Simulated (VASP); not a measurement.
Cu:

```
CELL_PARAMETERS angstrom
-0.00443 1.78843 1.83853
1.82291 -0.01749 1.85160
1.78282 1.76140 0.02260
ATOMIC_POSITIONS crystal
Cu 0.00000 0.00000 0.00000
```

* Program: VASP 6.6.1
* Task: relaxation of cell and atoms
* Functional: RPBE
* Potentials or basis: VASP PAW PBE potentials, release 64 (Cu)
* Cutoff: 600 eV
* k mesh: 13 × 12 × 13
* Occupations: fermi-dirac, width 0.05 eV
* Spin: no spin polarisation

At the start: pressure 8.1 GPa; volume 11.81 Å³/atom.

Question: How do energy, volume and symmetry change on relaxing?

Answer: Over 19 steps the energy falls by 17.3 meV/atom and the volume is 12.44 Å³/atom (+5.4 %); space group R-3m (No. 166, to 0.1 Å) before, Fm-3m (No. 225, to 0.1 Å).

Step by step:
| step | energy change (eV) | largest force (eV/Å) | pressure (GPa) | volume (Å³) |
| --- | --- | --- | --- | --- |
| 1 | 0.0000 | 0.0000 | 8.06 | 11.81 |
| 2 | -0.0122 | 0.0000 | -3.54 | 12.85 |
| 3 | -0.0163 | 0.0000 | -0.14 | 12.46 |
| 4 | -0.0163 | 0.0000 | -0.26 | 12.48 |
| 5 | -0.0169 | 0.0000 | -0.21 | 12.46 |
| 6 | -0.0171 | 0.0000 | -0.05 | 12.44 |
| 7 | -0.0171 | 0.0000 | -0.13 | 12.44 |
| 8 | -0.0172 | 0.0000 | 0.35 | 12.42 |
| 9 | -0.0172 | 0.0000 | 0.62 | 12.41 |
| 10 | -0.0172 | 0.0000 | 0.24 | 12.41 |
| 11 | -0.0172 | 0.0000 | 0.04 | 12.42 |
| 12 | -0.0173 | 0.0000 | -0.21 | 12.42 |
| 13 | -0.0173 | 0.0000 | 0.51 | 12.42 |
| 14 | -0.0173 | 0.0000 | 0.16 | 12.42 |
| 15 | -0.0173 | 0.0000 | 0.23 | 12.42 |
| 16 | -0.0173 | 0.0000 | 0.11 | 12.43 |
| 17 | -0.0173 | 0.0000 | 0.09 | 12.44 |
| 18 | -0.0173 | 0.0000 | 0.06 | 12.44 |
| 19 | -0.0173 | 0.0000 | 0.03 | 12.44 |

Final structure:
```yaml
crystal:
  lattice:
    - [0.00253, 1.82643, 1.83837]
    - [1.84930, -0.01031, 1.85108]
    - [1.83689, 1.82702, 0.00225]
  atoms:
    - { symbol: Cu, position: [0.00000, 0.00000, 0.00000] }
```

Caveat: the PAW data sets were made with another functional, which shifts forces and pressure a little.
